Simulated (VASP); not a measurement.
# ZnF2 (P4_2/mnm) in VASP: notebook

Runs on ZnF2. Level: PBE. Tasks: single point, relaxation of the atoms.

Program: VASP 6.6.1. These are calculated values, not measurements. Logs are shortened: lines on timing, memory, paths and dates and some standing lists are left out, and cuts for length are marked.

## Step 1: The cell of the first run

The structure is tetragonal, space group P4_2/mnm (No. 136). The conventional cell has a = 4.705 Å, b = 4.705 Å, c = 3.134 Å, α = 90.00°, β = 90.00°, γ = 90.00°. Zn (site symmetry mmm) has 6 F at 2.01 to 2.05 Å within 2.7 Å. F (site symmetry m2m) has 3 Zn at 2.01 to 2.05 Å and 1 F at 2.63 Å within 2.7 Å.

## Step 2: Single point, PBE

File INCAR:

```
SYSTEM = ZnF2
ALGO = Normal ; EDIFF = 1E-6
ENCUT = 600 ; GGA = PE
GGA_COMPAT = .FALSE. ; ISIF = 2
ISMEAR = -1 ; LASPH = .TRUE.
LCHARG = .FALSE. ; LREAL = .FALSE.
LWAVE = .FALSE. ; NBANDS = 35
NELM = 120 ; PREC = Accurate
SIGMA = 0.02
```

File KPOINTS:

```
k-points
0
G
  4 4 6
  0 0 0
```

File POSCAR:

```
ZnF2
1.0
    4.7048000000      0.0000000000      0.0000000000
    0.0000000000      4.7048000000      0.0000000000
    0.0000000000      0.0000000000      3.1338000000
Zn F
2 4
Direct
    0.0000000000      0.0000000000      0.0000000000
    0.5000000000      0.5000000000      0.5000000000
    0.3024000000      0.3024000000      0.0000000000
    0.1976000000      0.8024000000      0.5000000000
    0.6976000000      0.6976000000      0.0000000000
    0.8024000000      0.1976000000      0.5000000000
```

Potentials or basis: VASP PAW PBE potentials, release 64 (Zn, F).

The run is started by

```sh
$ cat potpaw_PBE.64/Zn/POTCAR potpaw_PBE.64/F/POTCAR > POTCAR
$ mpirun -np 1 vasp_std > vasp.out
```

OUTCAR:

```text
SYSTEM = ZnF2
   EDIFF = 1E-6
   ENCUT = 600
   GGA = PE
   ISIF = 2
   ISMEAR = -1
   LASPH = .TRUE.
   LREAL = .FALSE.
   NELM = 120
   PREC = Accurate

 ion  position               nearest neighbor table
   1  0.000  0.000  0.000-   3 2.01   5 2.01   4 2.05   6 2.05   4 2.05   6 2.05
   2  0.500  0.500  0.500-   4 2.01   6 2.01   5 2.05   3 2.05   3 2.05   5 2.05
   3  0.302  0.302  0.000-   1 2.01   2 2.05   2 2.05
   4  0.198  0.802  0.500-   2 2.01   1 2.05   1 2.05
   5  0.698  0.698  0.000-   1 2.01   2 2.05   2 2.05
   6  0.802  0.198  0.500-   2 2.01   1 2.05   1 2.05

  LATTYP: Found a simple tetragonal cell.
 ALAT       =     4.7048000000
 C/A-ratio  =     0.6660856997

  Lattice vectors:

 A1 = (   4.7048000000,   0.0000000000,   0.0000000000)
 A2 = (   0.0000000000,   4.7048000000,   0.0000000000)
 A3 = (   0.0000000000,   0.0000000000,   3.1338000000)

Analysis of symmetry for initial positions (statically):
=====================================================================
 Subroutine PRICEL returns:
 Original cell was already a primitive cell.

 Routine SETGRP: Setting up the symmetry group for a
 simple tetragonal supercell.

 Subroutine GETGRP returns: Found 16 space group operations
 (whereof  8 operations were pure point group operations)
 out of a pool of 16 trial point group operations.

The static configuration has the point symmetry D_2h.
 The point group associated with its full space group is D_4h.

Analysis of symmetry for dynamics (positions and initial velocities):
=====================================================================
 Subroutine PRICEL returns:
 Original cell was already a primitive cell.

 Routine SETGRP: Setting up the symmetry group for a
 simple tetragonal supercell.

 Subroutine GETGRP returns: Found 16 space group operations
 (whereof  8 operations were pure point group operations)
 out of a pool of 16 trial point group operations.

The dynamic configuration has the point symmetry D_2h.
 The point group associated with its full space group is D_4h.

 Subroutine INISYM returns: Found 16 space group operations
 (whereof  8 operations are pure point group operations),
 and found     1 'primitive' translations

----------------------------------------------------------------------------------------

                                     Primitive cell

  volume of cell :      69.3671

[... 96 lines left out ...]
   LREAL  =      F    real-space projection
   EDIFFG = 0.1E-04   stopping-criterion for IOM
   NSW    =      0    number of steps for IOM
   IBRION =     -1    ionic relax: 0-MD 1-quasi-New 2-CG
   NFREE  =      0    steps in history (QN), initial steepest desc. (CG)
   ISIF   =      2    stress and relaxation
   ISYM   =      2    0-nonsym 1-usesym 2-fastsym
   POTIM  = 0.5000    time-step for ionic-motion
   TEBEG  =    0.0;   TEEND  =   0.0 temperature during run
   PSTRESS=    0.0 pullay stress
   NELECT =      52.0000    total number of electrons
   NUPDOWN=      -1.0000    fix difference up-down
   EMIN   =  10.00;   EMAX   =-10.00  energy-range for DOS
   EFERMI =   0.00;   METHOD = LEGACY
   ISMEAR =    -1;   SIGMA  =   0.02  broadening in eV -4-tet -1-fermi 0-gaus
   EFERMI_NEDOS =   21; number of points for ismear=-14 and -15
   IALGO  =     38    algorithm
   IMIX   =      4    mixing-type and parameters
     AMIX     =   0.40;   BMIX     =  1.00
     AMIX_MAG =   1.60;   BMIX_MAG =  1.00
  volume/ion in A,a.u.               =      11.56        78.02
  Fermi-wavevector in a.u.,A,eV,Ry     =   1.487161  2.810327 30.091308  2.211649
  Thomas-Fermi vector in A             =   2.600357
   LORBIT       =      0    0 simple, 1 ext, 2 COOP (PROOUT), +10 PAW based schemes
   GGA     = PE    functional components
   LHFCALC =     F    Hartree Fock is set to
   AEXX    =    0.0000 exact exchange contribution
   IVDW    =     0    specifies the selected vdW correction
   LEPSILON=     F    determine dielectric tensor
   LRPA    =     F    only Hartree local field effects (RPA)
 non-spin polarized calculation
  energy-cutoff  :      600.00
  volume of cell :       69.37
 maximum number of plane-waves:      2340
 NGX is ok and might be reduce to    40
   NGX = 19   NGY = 19   NGZ = 13

 number of electron      52.0000018 magnetization

 Free energy of the ion-electron system (eV)
  ---------------------------------------------------
  ext. energy  EPLUGINS =         0.00000000
  ---------------------------------------------------
  free energy    TOTEN  =       -23.16569436 eV

  energy without entropy =      -23.16569436  energy(sigma->0) =      -23.16569436

 E-fermi :  -0.6406     XC(G=0): -10.2771

 val. band max:       -1.1054287831   @ k =   0.0000   0.0000   0.0000
 cond. band min:       2.3709204187   @ k =   0.0000   0.0000   0.0000
 fundamental gap:      3.4763492017
 Fermi energy:        -0.6405917360

 k-point     1 :       0.0000    0.0000    0.0000
  band No.  band energies     occupation
      1     -23.0150      2.00000
      2     -22.2456      2.00000
      3     -22.2456      2.00000
      4     -22.2008      2.00000
      5      -7.3790      2.00000
      6      -6.4857      2.00000
[... 901 lines left out ...]
     34      11.5605      0.00000
     35      16.0023      0.00000

------------------------ aborting loop because EDIFF is reached ----------------------------------------

  FORCE on cell =-STRESS in cart. coord.  units (eV):
  Direction    XX          YY          ZZ          XY          YZ          ZX
  --------------------------------------------------------------------------------------
  -------------------------------------------------------------------------------------
  Total        2.7083478      2.7083478      3.0480004      0.0000000      0.0000000      0.0000000
  in kB       62.5549109     62.5549109     70.3998917      0.0000000      0.0000000      0.0000000
  external PRESSURE =      65.1699045 kB  Pullay stress =       0.0000000 kB

 VOLUME and BASIS-vectors are now :
 -----------------------------------------------------------------------------
  energy-cutoff  :      600.00
  volume of cell :       69.37
      direct lattice vectors                 reciprocal lattice vectors
     4.704800000  0.000000000  0.000000000     0.212548886  0.000000000  0.000000000
     0.000000000  4.704800000  0.000000000     0.000000000  0.212548886  0.000000000
     0.000000000  0.000000000  3.133800000     0.000000000  0.000000000  0.319101410

 POSITION                                       TOTAL-FORCE (eV/Angst)
 -----------------------------------------------------------------------------------
      0.00000      0.00000      0.00000        -0.000000      0.000000      0.000000
      2.35240      2.35240      1.56690        -0.000000      0.000000      0.000000
      1.42273      1.42273      0.00000         0.008684      0.008684      0.000000
      0.92967      3.77513      1.56690        -0.008684      0.008684      0.000000
      3.28207      3.28207      0.00000        -0.008684     -0.008684     -0.000000
      3.77513      0.92967      1.56690         0.008684     -0.008684     -0.000000
 -----------------------------------------------------------------------------------
    total drift:                               -0.000000      0.000000     -0.000000

  FREE ENERGIE OF THE ION-ELECTRON SYSTEM (eV)
  ---------------------------------------------------
  free  energy   TOTEN  =       -23.1656943616 eV

  energy  without entropy=      -23.1656943615  energy(sigma->0) =      -23.16569436
```

stdout:

```text
POSCAR found type information on POSCAR ZnF
 POSCAR found :  2 types and       6 ions
 scaLAPACK will be used
 LDA part: xc-table for (Slater+PW92), standard interpolation
 POSCAR, INCAR and KPOINTS ok, starting setup
 FFT: planning ... GRIDC
 FFT: planning ... GRID_SOFT
 FFT: planning ... GRID
 WAVECAR not read
 entering main loop
```

It took 33 s on 1 thread of Intel Xeon Platinum 8559C (Emerald Rapids), shared host; peak memory 0.22 GiB.

Results:

```
Free energy            : -23.1657 eV
Pressure               : 6.5 GPa
Largest force          : 0.012 eV/Å
Band gap on the k mesh : 3.48 eV, direct
```

Forces on the atoms (eV/Å):
```
Zn   0.000  0.000  0.000
Zn   0.000  0.000  0.000
F    0.009  0.009  0.000
F   -0.009  0.009  0.000
F   -0.009 -0.009  0.000
F    0.009 -0.009  0.000
```

Stress tensor (GPa, compression positive):
```
6.26 0.00 0.00
0.00 6.26 0.00
0.00 0.00 7.04
```

Levels at points of the mesh, in eV from the valence-band top:
```csv
k point,band 22,band 23,band 24,band 25,band 26,band 27,band 28,band 29,band 30,band 31
"(0.00, 0.00, 0.00)",-1.57,-1.21,-0.38,-0.38,0.00,3.48,9.35,9.64,9.64,13.49
"(0.50, 0.00, 0.00)",-1.63,-0.66,-0.66,-0.47,-0.47,6.09,6.09,10.57,10.57,12.99
"(0.50, 0.50, 0.00)",-1.59,-1.28,-1.28,-0.40,-0.40,7.03,7.03,9.19,9.19,14.54
"(0.00, 0.00, 0.50)",-1.40,-1.30,-1.30,-1.28,-1.28,8.24,8.24,11.89,11.89,13.16
"(0.50, 0.00, 0.50)",-1.82,-1.35,-1.35,-0.08,-0.08,8.76,8.76,10.33,10.33,13.88
"(0.50, 0.50, 0.50)",-1.52,-1.28,-1.28,-0.80,-0.80,8.06,8.06,11.52,11.52,12.26
```

Expect the measured gap to be larger: semilocal functionals such as PBE lack the derivative discontinuity.

## Step 3: Relaxation of the atoms, PBE

File INCAR:

```
  PREC = Accurate
  ENCUT = 520
  EDIFF = 1E-7
  ISMEAR = -1
  SIGMA = 0.02
  LREAL = False
  LASPH = True
  NELM = 120
  ALGO = Normal
  ISIF = 2
  LWAVE = False
  LCHARG = False
  GGA = PE
  IBRION = 2
  NSW = 80
  EDIFFG = -0.02
  GGA_COMPAT = False
  NELMIN = 4
```

File KPOINTS:

```
regular mesh
0
Gamma
  4 4 6
```

POSCAR is that of step 2.

Potentials or basis: VASP PAW PBE potentials, release 64 (Zn, F).

The run is started by

```sh
$ cat potpaw_PBE.64/Zn/POTCAR potpaw_PBE.64/F/POTCAR > POTCAR
$ mpirun -np 1 vasp_std > vasp.out
```

Run time: 27 s. Hardware: 1 thread of Intel Xeon Platinum 8559C (Emerald Rapids), shared host; peak memory 0.19 GiB.

It converged, with:

```
Free energy                  : -23.1579 eV
Pressure after relaxing      : 6.5 GPa
Largest force after relaxing : 0.012 eV/Å
Band gap on the k mesh       : 3.47 eV, direct
```

Forces on the atoms (eV/Å):
```
Zn   0.000  0.000  0.000
Zn   0.000  0.000  0.000
F    0.009  0.009  0.000
F   -0.009  0.009  0.000
F   -0.009 -0.009  0.000
F    0.009 -0.009  0.000
```

Stress tensor (GPa, compression positive):
```
6.28 0.00 0.00
0.00 6.28 0.00
0.00 0.00 7.07
```

Final structure:
```xyz
6
Lattice="4.7048 0.0000 0.0000 0.0000 4.7048 0.0000 0.0000 0.0000 3.1338" Properties=species:S:1:pos:R:3 pbc="T T T"
Zn    0.0000    0.0000    0.0000
Zn    2.3524    2.3524    1.5669
F     1.4227    1.4227    0.0000
F     0.9297    3.7751    1.5669
F     3.2821    3.2821    0.0000
F     3.7751    0.9297    1.5669
```

Levels at points of the mesh, in eV from the valence-band top:
| k point | band 22 | band 23 | band 24 | band 25 | band 26 | band 27 | band 28 | band 29 | band 30 | band 31 |
| --- | --- | --- | --- | --- | --- | --- | --- | --- | --- | --- |
| (0.00, 0.00, 0.00) | -1.57 | -1.21 | -0.38 | -0.38 | 0.00 | 3.47 | 9.35 | 9.64 | 9.64 | 13.49 |
| (0.50, 0.00, 0.00) | -1.63 | -0.66 | -0.66 | -0.47 | -0.47 | 6.09 | 6.09 | 10.57 | 10.57 | 12.99 |
| (0.50, 0.50, 0.00) | -1.59 | -1.28 | -1.28 | -0.40 | -0.40 | 7.03 | 7.03 | 9.19 | 9.19 | 14.54 |
| (0.00, 0.00, 0.50) | -1.40 | -1.30 | -1.30 | -1.28 | -1.28 | 8.24 | 8.24 | 11.89 | 11.89 | 13.16 |
| (0.50, 0.00, 0.50) | -1.82 | -1.35 | -1.35 | -0.08 | -0.08 | 8.76 | 8.76 | 10.33 | 10.33 | 13.88 |
| (0.50, 0.50, 0.50) | -1.52 | -1.28 | -1.28 | -0.80 | -0.80 | 8.06 | 8.06 | 11.52 | 11.52 | 12.26 |

Caveat: the relaxation stopped at its first step, so nothing moved. Expect the measured gap to be larger: semilocal functionals such as PBE lack the derivative discontinuity.
